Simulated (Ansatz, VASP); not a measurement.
**Two plane-wave programs on LiF**

The input INCAR:

```
SYSTEM = LiF
  ALGO = Normal
  EDIFF = 1E-6
  ENCUT = 520
  GGA = PE
  ISIF = 2
  ISMEAR = 0
  LASPH = .True.
  LCHARG = .False.
  LREAL = .False.
  LWAVE = .False.
  NBANDS = 18
  NELM = 60
  PREC = Accurate
  SIGMA = 0.01
```

KPOINTS

```
k-points
0
Gamma
  9 9 6
  0 0 0
```

POSCAR

```
LiF
1.0
    3.2956002767      0.0000000000      0.0000000000
   -1.6478001384      2.8540735604      0.0000000000
    0.0000000000      0.0000000000      4.0544096651
Li F
2 2
Direct
    0.3333333333      0.6666666667      0.2500000000
    0.6666666667      0.3333333333      0.7500000000
    0.6666666667      0.3333333333      0.2500000000
    0.3333333333      0.6666666667      0.7500000000
```

Input for Ansatz:

```yaml
crystal:
  lattice:
    - [3.2956002767, 0.0, 0.0]
    - [-1.6478001384, 2.8540735604, 0.0]
    - [0.0, 0.0, 4.0544096651]
  atoms:
    - { symbol: Li, position: [0.3333333333, 0.6666666667, 0.25] }
    - { symbol: Li, position: [0.6666666667, 0.3333333333, 0.75] }
    - { symbol: F, position: [0.6666666667, 0.3333333333, 0.25] }
    - { symbol: F, position: [0.3333333333, 0.6666666667, 0.75] }
kpoints:
  mp_grid: { grid: [9, 9, 6] }
hamiltonian:
  xc: pbe
scf:
  occupations: { method: fixed }
  n_extra_bands: 5
output:
  forces: true
  stress: true
  eigenvalues: true
```

Alike in both runs: task single point; functional PBE; k mesh 9 × 9 × 6; no spin polarisation.

|  | VASP | Ansatz |
| --- | --- | --- |
| version | VASP 6.6.1 | Ansatz 0.2.0 |
| potentials or method | VASP PAW PBE potentials, release 64 (Li_sv, F) | plane waves, PAW |
| plane-wave cutoff (eV) | 520 | 420 |
| occupations | gaussian, width 0.01 eV | fixed |
| valence electrons in the cell | 20 | 20 |

|  | VASP | Ansatz | Ansatz less VASP |
| --- | --- | --- | --- |
| gap on the k mesh at the Fermi level (eV) | 7.69 | 7.69 | +0.007 |

Noted on VASP's run: the cutoff is short for stress, so the pressure is rough.
